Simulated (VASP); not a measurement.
# KTaO3 (Pm-3m) in VASP: further runs

The runs below take KTaO3 through density of states, with PBEsol+U.

Everything below comes from runs of VASP 6.6.1. Logs are shortened: lines on timing, memory, paths and dates and some standing lists are left out, and cuts for length are marked.

**1. The cell of the first run**

The structure is cubic, space group Pm-3m (No. 221). The conventional cell has a = 3.988 Å, b = 3.988 Å, c = 3.988 Å, α = 90.00°, β = 90.00°, γ = 90.00°. Ta (site symmetry m-3m) has 6 O at 1.99 Å within 2.6 Å. K (site symmetry m-3m) has 12 O at 2.82 Å and 8 Ta at 3.45 Å within 3.7 Å. O (site symmetry 4/mmm) has 2 Ta at 1.99 Å within 2.6 Å.

**2. Density of states, PBEsol+U**

Input file POSCAR:

```
KTaO3
1.0
    3.9883000000      0.0000000000      0.0000000000
    0.0000000000      3.9883000000      0.0000000000
    0.0000000000      0.0000000000      3.9883000000
Ta K O
1 1 3
Direct
    0.0000000000      0.0000000000      0.0000000000
    0.5000000000      0.5000000000      0.5000000000
    0.0000000000      0.0000000000      0.5000000000
    0.0000000000      0.5000000000      0.0000000000
    0.5000000000      0.0000000000      0.0000000000
```

Input file INCAR.step1:

```
SYSTEM = KTaO3
PREC     = Accurate       ! precision mode
ENCUT    = 520            ! plane-wave cutoff, eV
EDIFF    = 1E-6           ! SCF threshold, eV
ISMEAR   = -1             ! smearing method
SIGMA    = 0.05           ! smearing width, eV
LREAL    = .False.        ! projectors in reciprocal space
LASPH    = .True.         ! aspherical terms in the spheres
NELM     = 150            ! most SCF steps
ALGO     = Normal         ! electronic algorithm
ISIF     = 2              ! what is computed and relaxed
LWAVE    = .False.        ! write WAVECAR
LCHARG   = .True.         ! write CHGCAR
LMAXMIX  = 4              ! l up to which the mixer works
LDAU     = .True.         ! DFT+U
LDAUTYPE = 2            
LDAUL    = 2 -1 -1        ! shell
LDAUU    = 3 0 0          ! U, eV
LDAUJ    = 0 0 0        
LDAUPRINT= 1            
GGA      = PS             ! functional
NBANDS   = 27             ! bands
```

Input file KPOINTS.step1:

```
regular mesh
0
Gamma
  7 7 7
  0 0 0
```

Input file INCAR.step2:

```
SYSTEM = KTaO3
PREC     = Accurate       ! precision mode
ENCUT    = 520            ! plane-wave cutoff, eV
EDIFF    = 1E-6           ! SCF threshold, eV
ISMEAR   = -5             ! smearing method
SIGMA    = 0.05           ! smearing width, eV
LREAL    = .False.        ! projectors in reciprocal space
LASPH    = .True.         ! aspherical terms in the spheres
NELM     = 150            ! most SCF steps
ALGO     = Normal         ! electronic algorithm
ISIF     = 2              ! what is computed and relaxed
LWAVE    = .False.        ! write WAVECAR
LCHARG   = .False.        ! write CHGCAR
LMAXMIX  = 4              ! l up to which the mixer works
LDAU     = .True.         ! DFT+U
LDAUTYPE = 2            
LDAUL    = 2 -1 -1        ! shell
LDAUU    = 3 0 0          ! U, eV
LDAUJ    = 0 0 0        
LDAUPRINT= 1            
GGA      = PS             ! functional
LORBIT   = 10             ! projections on sites
NEDOS    = 1001           ! points of the DOS
ICHARG   = 11             ! starting density
```

Input file KPOINTS.step2:

```
regular mesh
0
Gamma
  11 11 11
  0 0 0
```

Potentials or basis: VASP PAW PBE potentials, release 64 (Ta_pv, K_sv, O).

Run with:

```console
$ cat potpaw_PBE.64/Ta_pv/POTCAR potpaw_PBE.64/K_sv/POTCAR potpaw_PBE.64/O/POTCAR > POTCAR
$ cp INCAR.step1 INCAR
$ cp KPOINTS.step1 KPOINTS
$ mpirun -np 1 vasp_std > vasp.out
$ cp INCAR.step2 INCAR
$ cp KPOINTS.step2 KPOINTS
$ mpirun -np 1 vasp_std > vasp.out
```

OUTCAR:

```text
SYSTEM = KTaO3
   PREC = Accurate
   ENCUT = 520
   EDIFF = 1E-6
   ISMEAR = -5
   LREAL = .False.
   LASPH = .True.
   NELM = 150
   ISIF = 2
   GGA = PS
   LORBIT = 10
   ICHARG = 11

 ion  position               nearest neighbor table
   1  0.000  0.000  0.000-   3 1.99   4 1.99   5 1.99   3 1.99   4 1.99   5 1.99   2 3.45   2 3.45
                             2 3.45   2 3.45   2 3.45   2 3.45   2 3.45   2 3.45
   2  0.500  0.500  0.500-   3 2.82   4 2.82   5 2.82   4 2.82   5 2.82   3 2.82   5 2.82   5 2.82
                             3 2.82   4 2.82   4 2.82   3 2.82   1 3.45   1 3.45   1 3.45   1 3.45
   3  0.000  0.000  0.500-   1 1.99   1 1.99   2 2.82   2 2.82   2 2.82   2 2.82
   4  0.000  0.500  0.000-   1 1.99   1 1.99   2 2.82   2 2.82   2 2.82   2 2.82
   5  0.500  0.000  0.000-   1 1.99   1 1.99   2 2.82   2 2.82   2 2.82   2 2.82

  LATTYP: Found a simple cubic cell.
 ALAT       =     3.9883000000

  Lattice vectors:

 A1 = (   3.9883000000,   0.0000000000,   0.0000000000)
 A2 = (   0.0000000000,   3.9883000000,   0.0000000000)
 A3 = (   0.0000000000,   0.0000000000,   3.9883000000)

Analysis of symmetry for initial positions (statically):
=====================================================================
 Subroutine PRICEL returns:
 Original cell was already a primitive cell.

 Routine SETGRP: Setting up the symmetry group for a
 simple cubic supercell.

 Subroutine GETGRP returns: Found 48 space group operations
 (whereof 48 operations were pure point group operations)
 out of a pool of 48 trial point group operations.

The static configuration has the point symmetry O_h .

Analysis of symmetry for dynamics (positions and initial velocities):
=====================================================================
 Subroutine PRICEL returns:
 Original cell was already a primitive cell.

 Routine SETGRP: Setting up the symmetry group for a
 simple cubic supercell.

 Subroutine GETGRP returns: Found 48 space group operations
 (whereof 48 operations were pure point group operations)
 out of a pool of 48 trial point group operations.

The dynamic configuration has the point symmetry O_h .

 Subroutine INISYM returns: Found 48 space group operations
 (whereof 48 operations are pure point group operations),
 and found     1 'primitive' translations

----------------------------------------------------------------------------------------

                                     Primitive cell

  volume of cell :      63.4400

  direct lattice vectors                    reciprocal lattice vectors
     3.988300000  0.000000000  0.000000000     0.250733395  0.000000000  0.000000000
     0.000000000  3.988300000  0.000000000     0.000000000  0.250733395  0.000000000
     0.000000000  0.000000000  3.988300000     0.000000000  0.000000000  0.250733395

  length of vectors
     3.988300000  3.988300000  3.988300000     0.250733395  0.250733395  0.250733395

  position of ions in fractional coordinates (direct lattice)
     0.000000000  0.000000000  0.000000000
     0.500000000  0.500000000  0.500000000
     0.000000000  0.000000000  0.500000000
     0.000000000  0.500000000  0.000000000
     0.500000000  0.000000000  0.000000000

  ion indices of the primitive-cell ions
   primitive index   ion index
                 1           1
                 2           2
                 3           3
                 4           4
                 5           5

[... 71 lines left out ...]
   ENCUT  =  520.0 eV  38.22 Ry    6.18 a.u.   7.42  7.42  7.42*2*pi/ulx,y,z
   NELM   =    150;   NELMIN=  2; NELMDL=  0     # of ELM steps
   EDIFF  = 0.1E-05   stopping-criterion for ELM
   LREAL  =      F    real-space projection
   EDIFFG = 0.1E-04   stopping-criterion for IOM
   NSW    =      0    number of steps for IOM
   IBRION =     -1    ionic relax: 0-MD 1-quasi-New 2-CG
   NFREE  =      0    steps in history (QN), initial steepest desc. (CG)
   ISIF   =      2    stress and relaxation
   ISYM   =      2    0-nonsym 1-usesym 2-fastsym
   POTIM  = 0.5000    time-step for ionic-motion
   TEBEG  =    0.0;   TEEND  =   0.0 temperature during run
   PSTRESS=    0.0 pullay stress
   NELECT =      38.0000    total number of electrons
   NUPDOWN=      -1.0000    fix difference up-down
   EMIN   =  10.00;   EMAX   =-10.00  energy-range for DOS
   EFERMI =   0.00;   METHOD = LEGACY
   ISMEAR =    -5;   SIGMA  =   0.05  broadening in eV -4-tet -1-fermi 0-gaus
   EFERMI_NEDOS =   21; number of points for ismear=-14 and -15
   IALGO  =     38    algorithm
   IMIX   =      4    mixing-type and parameters
     AMIX     =   0.40;   BMIX     =  1.00
     AMIX_MAG =   1.60;   BMIX_MAG =  1.00
  volume/ion in A,a.u.               =      12.69        85.62
  Fermi-wavevector in a.u.,A,eV,Ry     =   1.380008  2.607837 25.911228  1.904422
  Thomas-Fermi vector in A             =   2.504925
   LORBIT       =     10    0 simple, 1 ext, 2 COOP (PROOUT), +10 PAW based schemes
 LDA+U is selected, type is set to LDAUTYPE =  2
   angular momentum for each species LDAUL =     2   -1   -1
   U (eV)           for each species LDAUU =   3.0  0.0  0.0
   J (eV)           for each species LDAUJ =   0.0  0.0  0.0
   GGA     = PS    functional components
   LHFCALC =     F    Hartree Fock is set to
   AEXX    =    0.0000 exact exchange contribution
   IVDW    =     0    specifies the selected vdW correction
   LEPSILON=     F    determine dielectric tensor
   LRPA    =     F    only Hartree local field effects (RPA)
 non-spin polarized calculation
 Fermi weights with tetrahedron method with Bloechl corrections
  energy-cutoff  :      520.00
  volume of cell :       63.44
 maximum number of plane-waves:      1743
 NGX is ok and might be reduce to    30

atom =   1  type =  1  l = 2

 onsite density matrix

spin component  1

  0.1441 -0.0000  0.0000 -0.0000 -0.0000
 -0.0000  0.1441  0.0000 -0.0000 -0.0000
  0.0000  0.0000  0.2825  0.0000 -0.0000
 -0.0000 -0.0000  0.0000  0.1441 -0.0000
 -0.0000 -0.0000 -0.0000 -0.0000  0.2825

spin component  2

  0.1441 -0.0000  0.0000 -0.0000 -0.0000
 -0.0000  0.1441  0.0000 -0.0000 -0.0000
  0.0000  0.0000  0.2825  0.0000 -0.0000
 -0.0000 -0.0000  0.0000  0.1441 -0.0000
 -0.0000 -0.0000 -0.0000 -0.0000  0.2825

 occupancies and eigenvectors

  o =  0.1441  v =  1.0000  0.0000  0.0000  0.0000  0.0000  0.0000  0.0000  0.0000  0.0000  0.0000      0.0000  0.0000  0.0000  0.0000  0.0000  0.0000  0.0000  0.0000  0.0000  0.0000
  o =  0.1441  v =  0.0000  0.0000  0.0000  0.0000  0.0000  1.0000  0.0000  0.0000  0.0000  0.0000      0.0000  0.0000  0.0000  0.0000  0.0000  0.0000  0.0000  0.0000  0.0000  0.0000
  o =  0.1441  v =  0.0000 -0.7094 -0.0000 -0.7048 -0.0000  0.0000  0.0000  0.0000  0.0000  0.0000      0.0000  0.0000  0.0000  0.0000  0.0000  0.0000  0.0000  0.0000  0.0000  0.0000
  o =  0.1441  v =  0.0000  0.0000  0.0000  0.0000  0.0000  0.0000 -0.7094 -0.0000 -0.7048 -0.0000      0.0000  0.0000  0.0000  0.0000  0.0000  0.0000  0.0000  0.0000  0.0000  0.0000
  o =  0.1441  v =  0.0000 -0.7048 -0.0000  0.7094 -0.0000  0.0000  0.0000  0.0000  0.0000  0.0000      0.0000  0.0000  0.0000  0.0000  0.0000  0.0000  0.0000  0.0000  0.0000  0.0000
  o =  0.1441  v =  0.0000  0.0000  0.0000  0.0000  0.0000  0.0000 -0.7048 -0.0000  0.7094 -0.0000      0.0000  0.0000  0.0000  0.0000  0.0000  0.0000  0.0000  0.0000  0.0000  0.0000
  o =  0.2825  v =  0.0000  0.0000  0.0000  0.0000  0.0000  0.0000 -0.0000 -1.0000 -0.0000 -0.0000      0.0000  0.0000  0.0000  0.0000  0.0000  0.0000  0.0000  0.0000  0.0000  0.0000
  o =  0.2825  v =  0.0000 -0.0000 -1.0000 -0.0000 -0.0000  0.0000  0.0000  0.0000  0.0000  0.0000      0.0000  0.0000  0.0000  0.0000  0.0000  0.0000  0.0000  0.0000  0.0000  0.0000
  o =  0.2825  v =  0.0000  0.0000  0.0000  0.0000  0.0000  0.0000 -0.0000  0.0000  0.0000 -1.0000      0.0000  0.0000  0.0000  0.0000  0.0000  0.0000  0.0000  0.0000  0.0000  0.0000
  o =  0.2825  v =  0.0000 -0.0000  0.0000  0.0000 -1.0000  0.0000  0.0000  0.0000  0.0000  0.0000      0.0000  0.0000  0.0000  0.0000  0.0000  0.0000  0.0000  0.0000  0.0000  0.0000

 number of electron      37.9999976 magnetization

 Free energy of the ion-electron system (eV)
  ---------------------------------------------------
  ext. energy  EPLUGINS =         0.00000000
  ---------------------------------------------------
  free energy    TOTEN  =       -40.53230540 eV

  energy without entropy =      -40.53230540  energy(sigma->0) =      -40.53230540

 E-fermi :   1.7675     XC(G=0): -11.1463

 val. band max:        1.7518633114   @ k =   0.4545   0.4545   0.4545
 cond. band min:       4.2538335836   @ k =   0.0000   0.0000   0.0000
 fundamental gap:      2.5019702721
 Fermi energy:         1.7674584043

 k-point     1 :       0.0000    0.0000    0.0000
  band No.  band energies     occupation
      1     -32.9007      2.00000
      2     -32.9007      2.00000
      3     -32.9007      2.00000
      4     -25.3594      2.00000
      5     -15.7592      2.00000
      6     -14.9642      2.00000
[... 613 lines left out ...]
     22       6.0226      0.00000
     23       9.1767      0.00000

 [... further k-points ...]

------------------------ aborting loop because EDIFF is reached ----------------------------------------

  FORCE on cell =-STRESS in cart. coord.  units (eV):
  Direction    XX          YY          ZZ          XY          YZ          ZX
  --------------------------------------------------------------------------------------
  -------------------------------------------------------------------------------------
  Total        1.2942238      1.2942238      1.2942238     -0.0000000     -0.0000000      0.0000000
  in kB       32.6856024     32.6856024     32.6856024     -0.0000000     -0.0000000      0.0000000
  external PRESSURE =      32.6856024 kB  Pullay stress =       0.0000000 kB

 VOLUME and BASIS-vectors are now :
 -----------------------------------------------------------------------------
  energy-cutoff  :      520.00
  volume of cell :       63.44
      direct lattice vectors                 reciprocal lattice vectors
     3.988300000  0.000000000  0.000000000     0.250733395  0.000000000  0.000000000
     0.000000000  3.988300000  0.000000000     0.000000000  0.250733395  0.000000000
     0.000000000  0.000000000  3.988300000     0.000000000  0.000000000  0.250733395

 POSITION                                       TOTAL-FORCE (eV/Angst)
 -----------------------------------------------------------------------------------
      0.00000      0.00000      0.00000         0.000000      0.000000      0.000000
      1.99415      1.99415      1.99415         0.000000      0.000000      0.000000
      0.00000      0.00000      1.99415         0.000000      0.000000      0.000000
      0.00000      1.99415      0.00000         0.000000      0.000000      0.000000
      1.99415      0.00000      0.00000         0.000000      0.000000      0.000000
 -----------------------------------------------------------------------------------
    total drift:                                0.000000     -0.000000      0.000000

  FREE ENERGIE OF THE ION-ELECTRON SYSTEM (eV)
  ---------------------------------------------------
  free  energy   TOTEN  =       -40.5323053987 eV

  energy  without entropy=      -40.5323053987  energy(sigma->0) =      -40.53230540

 total charge

# of ion       s       p       d       tot
------------------------------------------
    1        0.357   6.370   1.946   8.673
    2        1.960   5.587   0.050   7.597
    3        1.557   3.517   0.000   5.073
    4        1.557   3.517   0.000   5.073
    5        1.557   3.517   0.000   5.073
--------------------------------------------------
tot          6.987  22.508   1.996  31.490
```

It took 32 s on 1 thread of AMD EPYC 9R45 (Zen 5), shared host; peak memory 0.18 GiB.

What came out:

```
Valence electrons inside the program's atomic spheres : Ta 8.67; K 7.60; O 5.07
```

Levels at points of the mesh, in eV from the valence-band top:
| k point | band 15 | band 16 | band 17 | band 18 | band 19 | band 20 | band 21 | band 22 | band 23 |
| --- | --- | --- | --- | --- | --- | --- | --- | --- | --- |
| (0.00, 0.00, 0.00) | -1.06 | -1.06 | -0.64 | -0.64 | -0.64 | 2.50 | 2.50 | 2.50 | 6.41 |

Eigenvalues of the final occupation matrices:
```
    site  spin  trace               eigenvalues
site 1 d     1   1.00  0.14 0.14 0.14 0.28 0.28
site 1 d     2   1.00  0.14 0.14 0.14 0.28 0.28
```

Caveat: the PAW data sets were made with another functional, which shifts forces and pressure a little; spin-orbit coupling is left out, which moves the levels of the heavy elements.

**3. Density of states, PBEsol+U**

POSCAR is that of step 2.

Input file INCAR.step1:

```
SYSTEM = KTaO3
PREC = Accurate
ENCUT = 520
EDIFF = 1E-6
ISMEAR = -1
SIGMA = 0.05
LREAL = .FALSE.
LASPH = .TRUE.
NELM = 150
ALGO = Normal
ISIF = 2
LWAVE = .FALSE.
LCHARG = .TRUE.
LMAXMIX = 4
LDAU = .TRUE.
LDAUTYPE = 2
LDAUL = 2 -1 -1
LDAUU = 4 0 0
LDAUJ = 0 0 0
LDAUPRINT = 1
GGA = PS
NBANDS = 27
```

Input file KPOINTS.step1:

```
regular mesh
0
G
  7 7 7
  0 0 0
```

Input file INCAR.step2:

```
SYSTEM = KTaO3
PREC = Accurate
ENCUT = 520
EDIFF = 1E-6
ISMEAR = -5
SIGMA = 0.05
LREAL = .FALSE.
LASPH = .TRUE.
NELM = 150
ALGO = Normal
ISIF = 2
LWAVE = .FALSE.
LCHARG = .FALSE.
LMAXMIX = 4
LDAU = .TRUE.
LDAUTYPE = 2
LDAUL = 2 -1 -1
LDAUU = 4 0 0
LDAUJ = 0 0 0
LDAUPRINT = 1
GGA = PS
LORBIT = 11
NEDOS = 2001
ICHARG = 11
```

Input file KPOINTS.step2:

```
regular mesh
0
G
  11 11 11
  0 0 0
```

Potentials or basis: VASP PAW PBE potentials, release 64 (Ta_pv, K_sv, O).

Run with:

```console
$ cat potpaw_PBE.64/Ta_pv/POTCAR potpaw_PBE.64/K_sv/POTCAR potpaw_PBE.64/O/POTCAR > POTCAR
$ cp INCAR.step1 INCAR
$ cp KPOINTS.step1 KPOINTS
$ mpirun -np 1 vasp_std > vasp.out
$ cp INCAR.step2 INCAR
$ cp KPOINTS.step2 KPOINTS
$ mpirun -np 1 vasp_std > vasp.out
```

It took 35 s on 1 thread of AMD EPYC 9R45 (Zen 5), shared host; peak memory 0.18 GiB.

It converged, with:

* Valence electrons inside the program's atomic spheres: Ta 8.64; K 7.60; O 5.08

Levels at points of the mesh, in eV from the valence-band top:
```csv
k point,band 17,band 18,band 19,band 20,band 21,band 22
"(0.00, 0.00, 0.00)",-0.65,-0.65,-0.65,2.64,2.64,2.64
```

Eigenvalues of the final occupation matrices:
```
    site  spin  trace               eigenvalues
site 1 d     1   0.98  0.14 0.14 0.14 0.28 0.28
site 1 d     2   0.98  0.14 0.14 0.14 0.28 0.28
```

Caveat: the PAW data sets were made with another functional, which shifts forces and pressure a little; spin-orbit coupling is left out, which moves the levels of the heavy elements.
